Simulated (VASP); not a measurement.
K4Sn:

```
K Sn
1.0
    -3.45426    3.45426    3.45426
     3.45426   -3.45426    3.45426
     3.45426    3.45426   -3.45426
K Sn
4 1
Cartesian
  1.9407 1.9407 1.9407
  -1.5135 1.5135 1.5135
  1.5135 1.5135 -1.5135
  1.5135 -1.5135 1.5135
  0.0000 0.0000 0.0000
```

| Property | Result |
| --- | --- |
| Program | VASP 6.6.1 |
| Task | relaxation of cell and atoms |
| Functional | PBE |
| Potentials or basis | VASP PAW PBE potentials, release 64 (K_sv, Sn_d) |
| Cutoff | 600 eV |
| k mesh | 4 × 4 × 4 |
| Occupations | gaussian, width 0.1 eV |
| Spin | no spin polarisation |

At the start: pressure 17.7 GPa; volume 32.97 Å³/atom.

How do energy, volume and symmetry change on relaxing?

Over 14 steps the energy falls by 1130.9 meV/atom and the volume is 61.60 Å³/atom (+86.8 %); space group I-43m (No. 217, to 0.1 Å) before, Im-3m (No. 229, to 0.1 Å).

The path:
| step | energy change (eV) | largest force (eV/Å) | pressure (GPa) | volume (Å³) |
| --- | --- | --- | --- | --- |
| 1 | 0.0000 | 2.9791 | 17.68 | 164.86 |
| 2 | -5.3293 | 0.4267 | 1.53 | 267.83 |
| 3 | -5.5005 | 0.2913 | 0.69 | 288.03 |
| 4 | -5.5623 | 0.1164 | -0.39 | 331.43 |
| 5 | -5.5770 | 0.1580 | -0.13 | 317.81 |
| 6 | -5.5764 | 0.1709 | -0.05 | 314.08 |
| 7 | -5.5823 | 0.1675 | -0.03 | 312.50 |
| 8 | -5.5979 | 0.1556 | 0.05 | 307.79 |
| 9 | -5.6189 | 0.1285 | 0.21 | 298.52 |
| 10 | -5.6085 | 0.0474 | 0.65 | 280.54 |
| 11 | -5.6237 | 0.1057 | 0.34 | 292.14 |
| 12 | -5.6315 | 0.0912 | 0.29 | 293.70 |
| 13 | -5.6483 | 0.0519 | 0.14 | 298.43 |
| 14 | -5.6547 | 0.0113 | -0.09 | 308.02 |

Final structure:
```
CELL_PARAMETERS angstrom
-4.25442 4.25442 4.25442
4.25442 -4.25442 4.25442
4.25442 4.25442 -4.25442
ATOMIC_POSITIONS crystal
K 0.49790 0.49790 0.49790
K 0.50210 0.00000 0.00000
K 0.00000 0.00000 0.50210
K 0.00000 0.50210 0.00000
Sn 0.00000 0.00000 0.00000
```

Caveat: the volume moved by over 15 % at a fixed basis, so the end points are rough.
